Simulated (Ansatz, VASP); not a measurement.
## ZnO: VASP beside Ansatz

```
Zn O
1.0
     3.23735    0.00000    0.00000
    -1.61868    2.80363    0.00000
     0.00000    0.00000    5.22206
Zn O
2 2
Direct
  0.66667 0.33333 0.50059
  0.33333 0.66667 0.00059
  0.66667 0.33333 0.87972
  0.33333 0.66667 0.37972
```

Alike in both runs: task single point; functional PBE; k mesh 6 × 6 × 4; occupations gaussian, width 0.1 eV; no spin polarisation.

|  | VASP | Ansatz |
| --- | --- | --- |
| version | VASP 6.6.1 | Ansatz 0.2.0 |
| potentials or method | VASP PAW PBE potentials, release 64 (Zn, O), cutoff 520 eV | scalar-relativistic, plane waves, PAW |
| valence electrons in the cell | 36 | 36 |

VASP gave:

* gap on the k mesh at the Fermi level (eV): 0.79
* least direct gap on the mesh (eV): 0.79
* pressure (GPa): 6.7

Problem. Which values does Ansatz return?

Solution. gap on the k mesh at the Fermi level (eV): 0.80; least direct gap on the mesh (eV): 0.80; pressure (GPa): 5.5.
